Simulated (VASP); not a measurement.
A run of VASP 6.6.1 is set up as follows.

File INCAR:

```
PREC = Accurate
ENCUT = 500
EDIFF = 1E-6
ISMEAR = -1
SIGMA = 0.05
LREAL = F
LASPH = T
NELM = 120
ALGO = Normal
ISIF = 2
LWAVE = F
LCHARG = F
GGA = PE
NBANDS = 19
GGA_COMPAT = F
```

File KPOINTS:

```
Automatic mesh
0
Gamma
  9 9 5
```

The input POSCAR:

```
Zn
1.0
    2.7234000000      0.0000000000      0.0000000000
   -1.3617000000      2.3585335847      0.0000000000
    0.0000000000      0.0000000000      4.9660000000
Zn
2
Direct
    0.6666666667      0.3333333333      0.7500000000
    0.3333333333      0.6666666667      0.2500000000
```

Potentials or basis: VASP PAW PBE potentials, release 64 (Zn).

Launch:

```console
$ cat potpaw_PBE.64/Zn/POTCAR > POTCAR
$ mpirun -np 1 vasp_std > vasp.out
```

**Question.** Estimate the pressure.

**Answer.** -3.1 GPa.

**Question.** Predict the band gap on the k mesh.

**Answer.** Zero (band 12 reaches 3.44 eV, above the bottom of band 13 at -0.09 eV).

Stress tensor (GPa, compression positive):
```
-4.01  0.00  0.00
 0.00 -4.01  0.00
 0.00  0.00 -1.34
```
